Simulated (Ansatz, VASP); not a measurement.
**Cr: VASP beside Ansatz**

INCAR

```
SYSTEM = Cr
ALGO = Fast
EDIFF = 1E-6
ENCUT = 520
GGA = PS
ISIF = 2
ISMEAR = 0
LASPH = .True.
LCHARG = .True.
LELF = .True.
LREAL = .False.
LVHAR = .True.
LWAVE = .False.
NBANDS = 12
NELM = 80
PREC = Accurate
SIGMA = 0.15
```

File KPOINTS:

```
k-points
0
Gamma
  24 24 24
  0 0 0
```

The input POSCAR:

```
Cr
1.0
   -1.2977550000      1.4419500000      1.4419500000
    1.2977550000     -1.4419500000      1.4419500000
    1.2977550000      1.4419500000     -1.4419500000
Cr
1
Direct
    0.0000000000      0.0000000000      0.0000000000
```

Input for Ansatz:

```yaml
crystal:
  lattice:
    - [-1.297755, 1.44195, 1.44195]
    - [1.297755, -1.44195, 1.44195]
    - [1.297755, 1.44195, -1.44195]
  atoms:
    - { symbol: Cr, position: [0.0, 0.0, 0.0] }
basis:
  ecutwfc: 420
kpoints:
  mp_grid: { grid: [24, 24, 24] }
hamiltonian:
  xc: pbesol
scf:
  occupations: { method: gaussian, width: 0.15 }
output:
  forces: true
  stress: true
  eigenvalues: true
```

Change from the starting cell: strain -0.1000 x Voigt [1, 0, 0, 0, 0, 0], atoms carried along.

Alike in both runs: task single point; functional PBEsol; k mesh 24 × 24 × 24; occupations gaussian, width 0.15 eV; no spin polarisation.

|  | VASP | Ansatz |
| --- | --- | --- |
| version | VASP 6.6.1 | Ansatz 0.2.0 |
| potentials or method | VASP PAW PBE potentials, release 64 (Cr_pv), cutoff 520 eV | scalar-relativistic, plane waves, PAW |
| valence electrons in the cell | 12 | 14 |

VASP gave:

* gap on the k mesh at the Fermi level (eV): none
* pressure (GPa): 11.3
* traceless stress, the component that is largest in VASP (GPa): 27.39

Which values does Ansatz return?

gap on the k mesh at the Fermi level (eV): none; pressure (GPa): 11.8; traceless stress, the component that is largest in VASP (GPa): 27.61.

VASP's potentials were made for PBE, not for PBEsol. A gap of «none» marks a metal or a gap that the smearing closes. The functional is the same, so the differences come from potentials, cutoffs and numerics. VASP's potentials hold 12 valence electrons a cell and Ansatz's 14, so a difference there can come from the potentials and not from the codes.
